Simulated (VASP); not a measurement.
Here is a VASP 6.6.1 calculation.

The input INCAR:

```
PREC = Accurate
ENCUT = 520
EDIFF = 1E-6
ISMEAR = 0
SIGMA = 0.1
LREAL = F
LASPH = T
NELM = 100
ALGO = Fast
ISIF = 2
LWAVE = F
LCHARG = T
GGA = PE
LELF = T
LVHAR = T
NBANDS = 12
```

Contents of KPOINTS:

```
regular mesh
0
Gamma
  14 14 14
```

POSCAR

```
Cd
1.0
    2.6886889577     -1.5905746763     -0.5986891791
    2.6886889577      1.5905746763     -0.5986891791
   -1.2277122073      0.0000000000      2.9363019461
Cd
1
Direct
    0.5000000000      0.5000000000      0.5000000000
```

Potentials or basis: VASP PAW PBE potentials, release 64 (Cd).

Launch:

```console
$ cat potpaw_PBE.64/Cd/POTCAR > POTCAR
$ mpirun -np 1 vasp_std > vasp.out
```

**Question.** Estimate the pressure.

**Answer.** 0.3 GPa.

**Question.** Estimate the band gap on the k mesh.

**Answer.** Zero (bands 6 and 7 overlap by 2.79 eV).
